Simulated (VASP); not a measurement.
# Bi2Te3 (R3m) in VASP: single point with PBEsol

Aim: the single point of Bi2Te3 with PBEsol.

All numbers are computed with VASP 6.6.1; they aren't measurements. Logs are shortened: lines on timing, memory, paths and dates and some standing lists are left out, and cuts for length are marked.

## 1. The cell of the first run

The typed cell holds 5 atoms: a = 9.565 Å, b = 9.565 Å, c = 9.565 Å, α = 25.73°, β = 25.73°, γ = 25.73°.

## 2. Single point, PBEsol (strain -0.050 along x and y, +0.000 along z)

File INCAR:

```
  ALGO = Normal
  EDIFF = 1E-7
  ENCUT = 520
  GGA = PS
  ISIF = 2
  ISMEAR = 0
  LASPH = T
  LCHARG = T
  LELF = T
  LREAL = F
  LVHAR = T
  LWAVE = F
  NBANDS = 32
  NELM = 80
  PREC = Accurate
  SIGMA = 0.15
```

File KPOINTS:

```
k-points
0
Gamma
  12 12 12
```

File POSCAR:

```
Bi2Te3
1.0
    2.1298183582      1.2296512025      9.2437487472
   -2.1298183582      1.2296512025      9.2437487472
    0.0000000000     -2.4593024049      9.2437487472
Bi Te
2 3
Direct
    0.8060729776      0.8060729776      0.8060729776
    0.4039604779      0.4039604779      0.4039604779
    0.6049878744      0.6049878744      0.6049878744
    0.2058062845      0.2058062845      0.2058062845
    0.0041723854      0.0041723854      0.0041723854
```

Potentials or basis: VASP PAW PBE potentials, release 64 (Bi_d, Te).

Launch:

```console
cat potpaw_PBE.64/Bi_d/POTCAR potpaw_PBE.64/Te/POTCAR > POTCAR
mpirun -np 1 vasp_std > vasp.out
```

OUTCAR:

```text
EDIFF = 1E-7
   ENCUT = 520
   GGA = PS
   ISIF = 2
   ISMEAR = 0
   LASPH = T
   LREAL = F
   NELM = 80
   PREC = Accurate

 ion  position               nearest neighbor table
   1  0.806  0.806  0.806-   4 3.07   4 3.07   4 3.07   2 3.11   2 3.11   2 3.11
   2  0.404  0.404  0.404-   5 3.07   5 3.07   5 3.07   1 3.11   1 3.11   1 3.11
   3  0.605  0.605  0.605-   4 3.06   4 3.06   4 3.06   5 3.06   5 3.06   5 3.06
   4  0.206  0.206  0.206-   3 3.06   3 3.06   3 3.06   1 3.07   1 3.07   1 3.07
   5  0.004  0.004  0.004-   3 3.06   3 3.06   3 3.06   2 3.07   2 3.07   2 3.07

  LATTYP: Found a trigonal (rhomboedric) cell.
 ALAT       =     9.5653049727
 COS(alpha) =     0.9008443455

  Lattice vectors:

 A1 = (   2.1298183582,   1.2296512025,   9.2437487472)
 A2 = (  -2.1298183582,   1.2296512025,   9.2437487472)
 A3 = (   0.0000000000,  -2.4593024049,   9.2437487472)

Analysis of symmetry for initial positions (statically):
=====================================================================
 Subroutine PRICEL returns:
 Original cell was already a primitive cell.

 Routine SETGRP: Setting up the symmetry group for a
 trigonal (rhombohedral) supercell.

 Subroutine GETGRP returns: Found  6 space group operations
 (whereof  6 operations were pure point group operations)
 out of a pool of 12 trial point group operations.

The static configuration has the point symmetry C_3v.

Analysis of symmetry for dynamics (positions and initial velocities):
=====================================================================
 Subroutine PRICEL returns:
 Original cell was already a primitive cell.

 Routine SETGRP: Setting up the symmetry group for a
 trigonal (rhombohedral) supercell.

 Subroutine GETGRP returns: Found  6 space group operations
 (whereof  6 operations were pure point group operations)
 out of a pool of 12 trial point group operations.

The dynamic configuration has the point symmetry C_3v.

 Subroutine INISYM returns: Found  6 space group operations
 (whereof  6 operations are pure point group operations),
 and found     1 'primitive' translations

----------------------------------------------------------------------------------------

                                     Primitive cell

  volume of cell :     145.2526

  direct lattice vectors                    reciprocal lattice vectors
     2.129818358  1.229651202  9.243748747     0.234761804  0.135539791  0.036060406
    -2.129818358  1.229651202  9.243748747    -0.234761804  0.135539791  0.036060406
     0.000000000 -2.459302405  9.243748747     0.000000000 -0.271079581  0.036060406
[... 89 lines left out ...]
   NELM   =     80;   NELMIN=  2; NELMDL= -5     # of ELM steps
   EDIFF  = 0.1E-06   stopping-criterion for ELM
   LREAL  =      F    real-space projection
   EDIFFG = 0.1E-05   stopping-criterion for IOM
   NSW    =      0    number of steps for IOM
   IBRION =     -1    ionic relax: 0-MD 1-quasi-New 2-CG
   NFREE  =      0    steps in history (QN), initial steepest desc. (CG)
   ISIF   =      2    stress and relaxation
   ISYM   =      2    0-nonsym 1-usesym 2-fastsym
   POTIM  = 0.5000    time-step for ionic-motion
   TEBEG  =    0.0;   TEEND  =   0.0 temperature during run
   PSTRESS=    0.0 pullay stress
   NELECT =      48.0000    total number of electrons
   NUPDOWN=      -1.0000    fix difference up-down
   EMIN   =  10.00;   EMAX   =-10.00  energy-range for DOS
   EFERMI =   0.00;   METHOD = LEGACY
   ISMEAR =     0;   SIGMA  =   0.15  broadening in eV -4-tet -1-fermi 0-gaus
   EFERMI_NEDOS =   21; number of points for ismear=-14 and -15
   IALGO  =     38    algorithm
   IMIX   =      4    mixing-type and parameters
     AMIX     =   0.40;   BMIX     =  1.00
     AMIX_MAG =   1.60;   BMIX_MAG =  1.00
  volume/ion in A,a.u.               =      29.05       196.04
  Fermi-wavevector in a.u.,A,eV,Ry     =   1.131828  2.138846 17.429549  1.281036
  Thomas-Fermi vector in A             =   2.268528
   LORBIT       =      0    0 simple, 1 ext, 2 COOP (PROOUT), +10 PAW based schemes
   GGA     = PS    functional components
   LHFCALC =     F    Hartree Fock is set to
   AEXX    =    0.0000 exact exchange contribution
   IVDW    =     0    specifies the selected vdW correction
   LEPSILON=     F    determine dielectric tensor
   LRPA    =     F    only Hartree local field effects (RPA)
 non-spin polarized calculation
 Gauss-broadening in eV      SIGMA  =   0.15
  energy-cutoff  :      520.00
  volume of cell :      145.25
 maximum number of plane-waves:      3937
   NGX = 35   NGY = 35   NGZ = 35

 number of electron      48.0000002 magnetization

 Free energy of the ion-electron system (eV)
  ---------------------------------------------------
  ext. energy  EPLUGINS =         0.00000000
  ---------------------------------------------------
  free energy    TOTEN  =       -18.89030531 eV

  energy without entropy =      -18.86282946  energy(sigma->0) =      -18.87656738

 E-fermi :   8.2087     XC(G=0): -10.2242

 val. band max:        8.1997139029   @ k =   0.5000   0.5000   0.4167
 cond. band min:       8.2100637905   @ k =   0.5000   0.5000   0.0000
 fundamental gap:      0.0103498876
 Fermi energy:         8.2086593362

 k-point     1 :       0.0000    0.0000    0.0000
  band No.  band energies     occupation
      1     -14.8505      2.00000
      2     -14.8505      2.00000
      3     -14.7393      2.00000
      4     -14.7216      2.00000
      5     -14.7216      2.00000
      6     -14.5923      2.00000
[... 829 lines left out ...]
     31      12.2326      0.00000
     32      12.6683      0.00000

 [... further k-points ...]
[... 5 lines left out ...]
  --------------------------------------------------------------------------------------
  -------------------------------------------------------------------------------------
  Total        6.3642234      6.3642234      6.6528087      0.0000000      0.0000000      0.0000000
  in kB       70.1991915     70.1991915     73.3823698      0.0000000      0.0000000      0.0000000
  external PRESSURE =      71.2602510 kB  Pullay stress =       0.0000000 kB

 VOLUME and BASIS-vectors are now :
 -----------------------------------------------------------------------------
  energy-cutoff  :      520.00
  volume of cell :      145.25
      direct lattice vectors                 reciprocal lattice vectors
     2.129818358  1.229651202  9.243748747     0.234761804  0.135539791  0.036060406
    -2.129818358  1.229651202  9.243748747    -0.234761804  0.135539791  0.036060406
     0.000000000 -2.459302405  9.243748747     0.000000000 -0.271079581  0.036060406

 POSITION                                       TOTAL-FORCE (eV/Angst)
 -----------------------------------------------------------------------------------
      0.00000      0.00000     22.35341         0.000000     -0.000000     -0.051904
      0.00000      0.00000     11.20233         0.000000      0.000000      0.045186
      0.00000      0.00000     16.77707         0.000000      0.000000      0.000687
      0.00000      0.00000      5.70726         0.000000      0.000000      0.058430
      0.00000      0.00000      0.11571         0.000000     -0.000000     -0.052399
 -----------------------------------------------------------------------------------
    total drift:                                0.000000     -0.000000      0.000392

  FREE ENERGIE OF THE ION-ELECTRON SYSTEM (eV)
  ---------------------------------------------------
  free  energy   TOTEN  =       -18.8903053055 eV

  energy  without entropy=      -18.8628294600  energy(sigma->0) =      -18.87656738
```

OSZICAR:

```text
N       E                     dE             d eps       ncg     rms          rms(c)
DAV:   1     0.450589346724E+03    0.45059E+03   -0.21834E+04 12096   0.151E+03
DAV:   2     0.300516177265E+02   -0.42054E+03   -0.40421E+03 12368   0.402E+02
DAV:   3    -0.168027470887E+02   -0.46854E+02   -0.44738E+02 15512   0.142E+02
DAV:   4    -0.188322126933E+02   -0.20295E+01   -0.20109E+01 13968   0.308E+01
DAV:   5    -0.189285626121E+02   -0.96350E-01   -0.96321E-01 18024   0.685E+00    0.159E+01
DAV:   6    -0.188964414790E+02    0.32121E-01   -0.50253E-02 14232   0.186E+00    0.979E+00
DAV:   7    -0.188948025427E+02    0.16389E-02   -0.26951E-02 15688   0.184E+00    0.659E-01
DAV:   8    -0.188901974692E+02    0.46051E-02   -0.90769E-03 14192   0.769E-01    0.122E-01
DAV:   9    -0.188903199002E+02   -0.12243E-03   -0.33649E-03 13960   0.370E-01    0.170E-01
DAV:  10    -0.188903228817E+02   -0.29815E-05   -0.19260E-04 16640   0.113E-01    0.958E-02
DAV:  11    -0.188903128568E+02    0.10025E-04   -0.41039E-05 13656   0.356E-02    0.817E-02
DAV:  12    -0.188903069404E+02    0.59163E-05   -0.54605E-06 16088   0.181E-02    0.211E-02
DAV:  13    -0.188903060783E+02    0.86218E-06   -0.31767E-06 14272   0.111E-02    0.171E-02
DAV:  14    -0.188903056568E+02    0.42148E-06   -0.10462E-07  9744   0.286E-03    0.973E-03
DAV:  15    -0.188903054053E+02    0.25143E-06   -0.22859E-07 10656   0.258E-03    0.220E-03
DAV:  16    -0.188903052958E+02    0.10959E-06   -0.78161E-08  7072   0.166E-03    0.159E-03
DAV:  17    -0.188903053055E+02   -0.97489E-08   -0.19129E-08  6648   0.128E-03
   1 F= -.18890305E+02 E0= -.18876567E+02  d E =-.274758E-01
```

stdout:

```text
POSCAR found type information on POSCAR BiTe
 POSCAR found :  2 types and       5 ions
 scaLAPACK will be used
 -----------------------------------------------------------------------------
|                                                                             |
|                                                                             |
|     You enforced a specific xc type in the INCAR file but a different       |
|     I HOPE YOU KNOW WHAT YOU ARE DOING!                                     |
|                                                                             |
 -----------------------------------------------------------------------------

 LDA part: xc-table for (Slater+PW92), standard interpolation
 POSCAR, INCAR and KPOINTS ok, starting setup
 FFT: planning ... GRIDC
 FFT: planning ... GRID_SOFT
 FFT: planning ... GRID
 WAVECAR not read
 entering main loop
```

Run time: 44 min. Hardware: 1 thread of Intel Xeon 6975P-C (Granite Rapids), shared host; peak memory 1.2 GiB.

What came out:

```
Free energy            : -18.8903 eV
Pressure               : 7.1 GPa
Largest force          : 0.058 eV/Å
Band gap on the k mesh : zero (bands 24 and 25 overlap by 0.41 eV)
```

Forces on the atoms (eV/Å):
```
Bi   0.000  0.000 -0.052
Bi   0.000  0.000  0.045
Te   0.000  0.000  0.001
Te   0.000  0.000  0.058
Te   0.000  0.000 -0.052
```

Caveat: the cell differs from its parent crystal (strain -0.050 along x and y, +0.000 along z); the cell stands under pressure; the PAW data sets were made with another functional, which shifts forces and pressure a little; spin-orbit coupling is left out, which moves the levels of the heavy elements.
